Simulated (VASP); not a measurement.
Wanted: the native input for a VASP 6.6.1 run.

```
Task                   : relaxation of cell and atoms
Functional             : LDA
Potentials or basis    : VASP PAW LDA potentials, release 64 (Cu)
Cutoff                 : 600 eV
k mesh                 : 18 × 18 × 6
Occupations            : gaussian, width 0.1 eV
Spin                   : no spin polarisation
Dipole correction      : no
Further INCAR settings : ALGO = Fast; EDIFF = 1e-06; IBRION = 2; EDIFFG = -0.005; NSW = 70; ISIF = 3
```

The structure of Cu lies in POSCAR:

```
Cu
1.0
    2.5670412900      0.0000000000      0.0000000000
   -1.2835206450      2.2231229697      0.0000000000
    0.0000000000      0.0000000000      8.3865575143
Cu
4
Direct
    0.0000000000      0.0000000000      0.0000000000
    0.3333333333      0.6666666667      0.2500000000
    0.0000000000      0.0000000000      0.5000000000
    0.6666666667      0.3333333333      0.7500000000
```

This isn't the form of Cu at room conditions, which is fcc.

These files were run (other wordings do the same):

INCAR

```
PREC = Accurate ; ENCUT = 600
EDIFF = 1E-6 ; ISMEAR = 0
SIGMA = 0.1 ; LREAL = F
LASPH = T ; NELM = 60
ALGO = Fast ; ISIF = 3
LWAVE = F ; LCHARG = F
GGA = CA ; IBRION = 2
NSW = 70 ; EDIFFG = -0.005
```

KPOINTS

```
regular mesh
0
Gamma
  18 18 6
```

Potentials or basis: VASP PAW LDA potentials, release 64 (Cu).

Run with:

```console
$ cat potpaw_LDA.64/Cu/POTCAR > POTCAR
$ mpirun -np 1 vasp_std > vasp.out
```

It gave:

- Relaxed volume: 10.94 Å³/atom
- Relaxed cell: a = 2.491 Å, b = 2.491 Å, c = 8.140 Å, α = 90.00°, β = 90.00°, γ = 120.00°
- Space group after relaxing (to 0.1 Å): P6_3/mmc (No. 194)
- Energy gained by relaxing: 45.7 meV/atom
- Ionic steps: 8
- Pressure after relaxing: 0.0 GPa
- Band gap on the k mesh: zero (bands 22 and 23 overlap by 5.44 eV)

It took 7.1 min on 1 thread of Intel(R) Xeon(R) 6975P-C (Granite Rapids), with other jobs on the host, peak memory 0.3 GiB.
